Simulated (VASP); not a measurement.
A run of VASP 6.6.1 is set up as follows.

Contents of INCAR:

```
SYSTEM = InSe
PREC = Accurate ; ENCUT = 520
EDIFF = 1E-7 ; ISMEAR = 0
SIGMA = 0.02 ; LREAL = .FALSE.
LASPH = .TRUE. ; NELM = 100
ALGO = Normal ; ISIF = 2
LWAVE = .FALSE. ; LCHARG = .FALSE.
LDIPOL = .TRUE. ; IDIPOL = 3
DIPOL = 0.5 0.5 0.500 ; GGA = PE
IVDW = 12 ; NBANDS = 27
```

Contents of KPOINTS:

```
Automatic mesh
0
G
  9 9 1
  0 0 0
```

Contents of POSCAR:

```
InSe
1.0
    3.8250000000      0.0000000000      0.0000000000
   -1.9125000000      3.3125471695      0.0000000000
    0.0000000000      0.0000000000     36.7199571806
Se In
2 2
Direct
    0.0000000000      0.0000000000      0.4282403929
    0.0000000000      0.0000000000      0.5717318456
    0.6666666667      0.3333333333      0.4627570385
    0.6666666667      0.3333333333      0.5372152569
```

Potentials or basis: VASP PAW PBE potentials, release 64 (Se, In_d).

Command:

```console
$ cat potpaw_PBE.64/Se/POTCAR potpaw_PBE.64/In_d/POTCAR > POTCAR
$ mpirun -np 1 vasp_std > vasp.out
```

Question: What does it give for the largest force?

Answer: 1.188 eV/Å.

Question: Estimate the dispersion energy per atom.

Answer: -0.251 eV.

Question: What does it give for the band gap on the k mesh?

Answer: 2.25 eV, indirect (least direct gap 2.38 eV).

Forces in eV/Å, atoms in the order of the input:
```
Se   0.000  0.000 -1.188
Se   0.000  0.000  1.188
In   0.000  0.000  0.862
In   0.000  0.000 -0.862
```

Caveat: spin-orbit coupling is left out, which moves the levels of the heavy elements.
